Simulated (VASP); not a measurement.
# Si in VASP: single point with PBEsol

Aim: the single point of Si with PBEsol.

Program: VASP 6.6.1. These are calculated values, not measurements. Logs are shortened: lines on timing, memory, paths and dates and some standing lists are left out, and cuts for length are marked.

### 1 The cell of the first run

The typed cell holds 2 atoms: a = 3.523 Å, b = 3.523 Å, c = 3.523 Å, α = 93.48°, β = 101.66°, γ = 137.50°.

This isn't the form of Si at room conditions, which is diamond.

### 2 Single point, PBEsol

File INCAR:

```
ALGO = Normal ; EDIFF = 1E-6
ENCUT = 520 ; GGA = PS
ISIF = 2 ; ISMEAR = 0
LASPH = T ; LCHARG = F
LREAL = F ; LWAVE = F
NBANDS = 11 ; NELM = 60
PREC = Accurate ; SIGMA = 0.03
```

File KPOINTS:

```
k-points
0
Gamma
  24 24 24
```

File POSCAR:

```
Si
1.0
   -2.4140517870      2.2250390229      1.2767672002
    2.4140517870     -2.2250390229      1.2767672002
    2.4140517870      2.2250390229     -1.2767672002
Si
2
Direct
   -0.0750491973     -0.0750491973      0.0000000000
    0.9250491973      0.4250491973      0.5000000000
```

Potentials or basis: VASP PAW PBE potentials, release 64 (Si).

Run with:

```sh
cat potpaw_PBE.64/Si/POTCAR > POTCAR
mpirun -np 1 vasp_std > vasp.out
```

OUTCAR:

```text
EDIFF = 1E-6
   ENCUT = 520
   GGA = PS
   ISIF = 2
   ISMEAR = 0
   LASPH = T
   LREAL = F
   NELM = 60
   PREC = Accurate

 ion  position               nearest neighbor table
   1  0.925  0.925  0.000-   2 2.41   2 2.41   2 2.57   2 2.57   2 2.57   2 2.57
   2  0.925  0.425  0.500-   1 2.41   1 2.41   1 2.57   1 2.57   1 2.57   1 2.57

  LATTYP: Found a body centered orthorhombic cell.
 ALAT       =     2.5535344004
 B/A-ratio  =     1.7427131763
 C/A-ratio  =     1.8907532921

  Lattice vectors:

 A1 = (  -2.4140517870,   2.2250390229,  -1.2767672002)
 A2 = (  -2.4140517870,  -2.2250390229,   1.2767672002)
 A3 = (   2.4140517870,   2.2250390229,   1.2767672002)

Analysis of symmetry for initial positions (statically):
=====================================================================
 Subroutine PRICEL returns:
 Original cell was already a primitive cell.

 Routine SETGRP: Setting up the symmetry group for a
 body centered orthorhombic supercell.

 Subroutine GETGRP returns: Found  8 space group operations
 (whereof  4 operations were pure point group operations)
 out of a pool of  8 trial point group operations.

The static configuration has the point symmetry C_2v.
 The point group associated with its full space group is D_2h.

Analysis of symmetry for dynamics (positions and initial velocities):
=====================================================================
 Subroutine PRICEL returns:
 Original cell was already a primitive cell.

 Routine SETGRP: Setting up the symmetry group for a
 body centered orthorhombic supercell.

 Subroutine GETGRP returns: Found  8 space group operations
 (whereof  4 operations were pure point group operations)
 out of a pool of  8 trial point group operations.

The dynamic configuration has the point symmetry C_2v.
 The point group associated with its full space group is D_2h.

 Subroutine INISYM returns: Found  8 space group operations
 (whereof  4 operations are pure point group operations),
 and found     1 'primitive' translations

----------------------------------------------------------------------------------------

                                     Primitive cell

  volume of cell :      27.4319

  direct lattice vectors                    reciprocal lattice vectors
    -2.414051787  2.225039023  1.276767200     0.000000000  0.224715160  0.391614070
     2.414051787 -2.225039023  1.276767200     0.207120660  0.000000000  0.391614070
     2.414051787  2.225039023 -1.276767200     0.207120660  0.224715160  0.000000000

  length of vectors
     3.522581322  3.522581322  3.522581322     0.451506903  0.443013034  0.305607381

  position of ions in fractional coordinates (direct lattice)
     0.924950803  0.924950803  0.000000000
     0.925049197  0.425049197  0.500000000

  ion indices of the primitive-cell ions
   primitive index   ion index
                 1           1
                 2           2

----------------------------------------------------------------------------------------

 KPOINTS: k-points

Automatic generation of k-mesh.
 Grid dimensions read from file:
 generate k-points for:   24   24   24

 Generating k-lattice:

  Cartesian coordinates                     Fractional coordinates (reciprocal lattice)
     0.000000000  0.009363132  0.016317253     0.041666667  0.000000000  0.000000000
     0.008630028  0.000000000  0.016317253     0.000000000  0.041666667  0.000000000
     0.008630028  0.009363132  0.000000000     0.000000000  0.000000000  0.041666667

  Length of vectors
     0.018812788  0.018458876  0.012733641

  Shift w.r.t. Gamma in fractional coordinates (k-lattice)
     0.000000000  0.000000000  0.000000000

 Subroutine IBZKPT returns following result:
 ===========================================

 Found   1963 irreducible k-points:

 Following reciprocal coordinates:
            Coordinates               Weight
  0.000000  0.000000  0.000000      1.000000
  0.041667  0.000000 -0.000000      4.000000
  0.083333  0.000000 -0.000000      4.000000
  0.125000 -0.000000  0.000000      4.000000
  0.166667  0.000000  0.000000      4.000000
  0.208333 -0.000000  0.000000      4.000000
[... 16 lines left out ...]
  0.375000  0.041667  0.000000      8.000000
  0.416667  0.041667  0.000000      8.000000
 [... further k-points ...]
   k-points           NKPTS =   1963   k-points in BZ     NKDIM =   1963   number of bands    NBANDS=     11
   number of dos      NEDOS =    301   number of ions     NIONS =      2
   total plane-waves  NPLWV =  21952
   dimension x,y,z NGX =    28 NGY =   28 NGZ =   28
   dimension x,y,z NGXF=    56 NGYF=   56 NGZF=   56
   ions per type =               2
   NGX,Y,Z   is equivalent  to a cutoff of  13.21, 13.21, 13.21 a.u.
   NGXF,Y,Z  is equivalent  to a cutoff of  26.43, 26.43, 26.43 a.u.
 SYSTEM =  unknown system
   PREC   = accura    normal or accurate (medium, high low for compatibility)
   ISTART =      0    job   : 0-new  1-cont  2-samecut
   ICHARG =      2    charge: 1-file 2-atom 10-const
   ISPIN  =      1    spin polarized calculation?
   LNONCOLLINEAR =      F non collinear calculations
   LSORBIT =      F    spin-orbit coupling
   LASPH  =      T    aspherical Exc in radial PAW
   ENCUT  =  520.0 eV  38.22 Ry    6.18 a.u.   6.55  6.55  6.55*2*pi/ulx,y,z
   NELM   =     60;   NELMIN=  2; NELMDL= -5     # of ELM steps
   EDIFF  = 0.1E-05   stopping-criterion for ELM
   LREAL  =      F    real-space projection
   EDIFFG = 0.1E-04   stopping-criterion for IOM
   NSW    =      0    number of steps for IOM
   IBRION =     -1    ionic relax: 0-MD 1-quasi-New 2-CG
   NFREE  =      0    steps in history (QN), initial steepest desc. (CG)
   ISIF   =      2    stress and relaxation
   ISYM   =      2    0-nonsym 1-usesym 2-fastsym
   POTIM  = 0.5000    time-step for ionic-motion
   TEBEG  =    0.0;   TEEND  =   0.0 temperature during run
   PSTRESS=    0.0 pullay stress
   NELECT =       8.0000    total number of electrons
   NUPDOWN=      -1.0000    fix difference up-down
   EMIN   =  10.00;   EMAX   =-10.00  energy-range for DOS
   EFERMI =   0.00;   METHOD = LEGACY
   ISMEAR =     0;   SIGMA  =   0.03  broadening in eV -4-tet -1-fermi 0-gaus
   EFERMI_NEDOS =   21; number of points for ismear=-14 and -15
   IALGO  =     38    algorithm
   IMIX   =      4    mixing-type and parameters
     AMIX     =   0.40;   BMIX     =  1.00
     AMIX_MAG =   1.60;   BMIX_MAG =  1.00
  volume/ion in A,a.u.               =      13.72        92.56
  Fermi-wavevector in a.u.,A,eV,Ry     =   1.085641  2.051564 16.036046  1.178616
  Thomas-Fermi vector in A             =   2.221759
   LORBIT       =      0    0 simple, 1 ext, 2 COOP (PROOUT), +10 PAW based schemes
   GGA     = PS    functional components
   LHFCALC =     F    Hartree Fock is set to
   AEXX    =    0.0000 exact exchange contribution
   IVDW    =     0    specifies the selected vdW correction
   LEPSILON=     F    determine dielectric tensor
   LRPA    =     F    only Hartree local field effects (RPA)
 non-spin polarized calculation
 Gauss-broadening in eV      SIGMA  =   0.03
  energy-cutoff  :      520.00
  volume of cell :       27.43
 maximum number of plane-waves:       763
 NGX is ok and might be reduce to    28
   NGX = 13   NGY = 13   NGZ = 13

 number of electron       8.0000000 magnetization

 Free energy of the ion-electron system (eV)
  ---------------------------------------------------
  ext. energy  EPLUGINS =         0.00000000
  ---------------------------------------------------
  free energy    TOTEN  =       -11.03634390 eV

  energy without entropy =      -11.03595597  energy(sigma->0) =      -11.03614994

 E-fermi :  10.5566     XC(G=0): -11.4036

 val. band max:       10.5564958074   @ k =  -0.2083  -0.2083   0.0833
 cond. band min:      10.5575291510   @ k =   0.4583   0.5000   0.0000
 fundamental gap:      0.0010333436
 Fermi energy:        10.5566151472

 k-point     1 :       0.0000    0.0000    0.0000
  band No.  band energies     occupation
      1      -4.2191      2.00000
      2       7.4054      2.00000
      3       8.2709      2.00000
      4       8.8100      2.00000
      5      11.6303      0.00000
      6      18.0958      0.00000
      7      18.9653      0.00000
      8      20.1494      0.00000
      9      21.6009      0.00000
     10      21.7502      0.00000
     11      22.9848      0.00000

 k-point     2 :       0.0417    0.0000   -0.0000
  band No.  band energies     occupation
      1      -4.1678      2.00000
      2       7.2483      2.00000
      3       8.2154      2.00000
      4       9.0569      2.00000
      5      11.7769      0.00000
      6      17.9544      0.00000
      7      19.0082      0.00000
      8      19.5932      0.00000
      9      21.1052      0.00000
     10      21.1419      0.00000
     11      22.6819      0.00000

 k-point     3 :       0.0833    0.0000   -0.0000
  band No.  band energies     occupation
      1      -4.0139      2.00000
      2       6.9510      2.00000
      3       8.0790      2.00000
      4       9.6220      2.00000
      5      12.1841      0.00000
      6      17.4240      0.00000
      7      18.4664      0.00000
      8      19.1369      0.00000
      9      20.1399      0.00000
     10      20.2861      0.00000
     11      21.3902      0.00000

 k-point     4 :       0.1250   -0.0000    0.0000
  band No.  band energies     occupation
      1      -3.7578      2.00000
      2       6.6724      2.00000
      3       7.9197      2.00000
      4      10.3399      2.00000
      5      12.7852      0.00000
      6      16.3405      0.00000
      7      17.2320      0.00000
      8      19.3513      0.00000
      9      19.3812      0.00000
     10      19.5035      0.00000
     11      20.0280      0.00000

 k-point     5 :       0.1667    0.0000    0.0000
  band No.  band energies     occupation
      1      -3.3999      2.00000
      2       6.4611      2.00000
      3       7.7831      2.00000
      4      11.1444      0.00000
      5      13.5099      0.00000
      6      14.8613      0.00000
      7      16.0355      0.00000
      8      18.7317      0.00000
      9      18.7492      0.00000
     10      18.9535      0.00000
     11      19.6510      0.00000
[... 211 lines left out ...]
 k-point    21 :       0.2917    0.0417   -0.0000
  band No.  band energies     occupation
      1      -1.1423      2.00000
      2       6.7326      2.00000
      3       8.2252      2.00000
      4       8.8472      2.00000
      5      11.0217      0.00000
      6      13.5109      0.00000
      7      15.2092      0.00000
      8      16.3692      0.00000
      9      18.0047      0.00000
     10      18.0556      0.00000
     11      21.4111      0.00000

 k-point    22 :       0.3333    0.0417    0.0000
  band No.  band energies     occupation
      1      -0.3128      2.00000
      2       6.9227      2.00000
      3       7.3553      2.00000
      4       8.2988      2.00000
      5      10.2523      2.00000
      6      12.8127      0.00000
      7      16.0428      0.00000
      8      16.3466      0.00000
      9      17.8289      0.00000
     10      19.2391      0.00000
     11      22.0754      0.00000

 k-point    23 :       0.3750    0.0417    0.0000
  band No.  band energies     occupation
      1       0.6110      2.00000
      2       5.9414      2.00000
      3       7.1704      2.00000
      4       8.3143      2.00000
      5       9.6272      2.00000
      6      12.2231      0.00000
      7      15.7997      0.00000
      8      17.5821      0.00000
      9      17.6542      0.00000
     10      20.5905      0.00000
     11      22.8162      0.00000

 k-point    24 :       0.4167    0.0417    0.0000
  band No.  band energies     occupation
      1       1.6237      2.00000
      2       4.6155      2.00000
      3       7.3962      2.00000
      4       8.1856      2.00000
      5       9.2801      2.00000
      6      11.8510      0.00000
      7      15.6415      0.00000
      8      17.5417      0.00000
      9      18.8012      0.00000
     10      21.9592      0.00000
     11      23.5898      0.00000

 [... further k-points ...]
[... 5 lines left out ...]
  --------------------------------------------------------------------------------------
  -------------------------------------------------------------------------------------
  Total        1.7559772      1.7396511      1.7383648      0.0000000      0.0000000      0.0000000
  in kB      102.5589410    101.6054078    101.5302785      0.0000000      0.0000000      0.0000000
  external PRESSURE =     101.8982091 kB  Pullay stress =       0.0000000 kB

 VOLUME and BASIS-vectors are now :
 -----------------------------------------------------------------------------
  energy-cutoff  :      520.00
  volume of cell :       27.43
      direct lattice vectors                 reciprocal lattice vectors
    -2.414051787  2.225039023  1.276767200     0.000000000  0.224715160  0.391614070
     2.414051787 -2.225039023  1.276767200     0.207120660  0.000000000  0.391614070
     2.414051787  2.225039023 -1.276767200     0.207120660  0.224715160  0.000000000

 POSITION                                       TOTAL-FORCE (eV/Angst)
 -----------------------------------------------------------------------------------
      0.00000      0.00000      2.36189         0.000000      0.000000      0.000032
      0.00000      2.22504      1.08538        -0.000000     -0.000000     -0.000032
 -----------------------------------------------------------------------------------
    total drift:                               -0.000000     -0.000000      0.000000

  FREE ENERGIE OF THE ION-ELECTRON SYSTEM (eV)
  ---------------------------------------------------
  free  energy   TOTEN  =       -11.0363439009 eV

  energy  without entropy=      -11.0359559741  energy(sigma->0) =      -11.03614994
```

It took 6.1 min on 1 thread of Intel Xeon Platinum 8488C (Sapphire Rapids), shared host; peak memory 0.55 GiB.

What came out:

```
Free energy            : -11.0363 eV
Pressure               : 10.2 GPa
Band gap on the k mesh : zero (bands 4 and 5 overlap by 8.39 eV)
```

Levels at points of the mesh, in eV from the Fermi level:
```tsv
k point	band 1	band 2	band 3	band 4	band 5	band 6	band 7	band 8
(0.00, 0.00, 0.00)	-14.78	-3.15	-2.29	-1.75	1.07	7.54	8.41	9.59
(0.50, 0.00, 0.00)	-7.78	-7.28	-3.12	-2.21	-1.64	1.11	5.41	6.53
(0.00, 0.50, 0.00)	-7.83	-7.83	-1.39	-1.39	-0.69	-0.69	4.71	4.71
(0.50, 0.50, 0.00)	-11.45	-11.45	-0.05	-0.05	3.11	3.11	8.41	8.41
(0.50, 0.50, 0.50)	-9.53	-7.87	-7.73	-7.31	5.61	6.65	13.70	15.02
```

Caveat: the cell stands under pressure; the PAW data sets were made with another functional, which shifts forces and pressure a little.
